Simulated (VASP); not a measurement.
The system is NaF.

```
Na F
1.0
     0.00000    2.28589    2.28589
     2.28589    0.00000    2.28589
     2.28589    2.28589    0.00000
Na F
1 1
Direct
  0.00000 0.00000 0.00000
  0.50000 0.50000 0.50000
```

Base run:

| Item | Value |
| --- | --- |
| Program | VASP 6.6.1 |
| Functional | PBE |
| Potentials or basis | VASP PAW PBE potentials, release 64 (Na_pv, F) |
| Cutoff | 520 eV |
| k mesh | 8 × 8 × 8 |
| Occupations | gaussian, width 0.1 eV |
| Spin | no spin polarisation |

Its results: band gap on the k mesh 6.52 eV, direct; pressure 4.4 GPa.

Problem. The run is repeated on the same cell with these changes: functional from PBE to LDA; potentials or basis from VASP PAW PBE potentials, release 64 (Na_pv, F) to VASP PAW LDA potentials, release 64 (Na_pv, F); cutoff from 520 eV to 600 eV. What comes out?

Solution. Band gap on the k mesh 6.18 eV, direct; pressure -2.7 GPa.

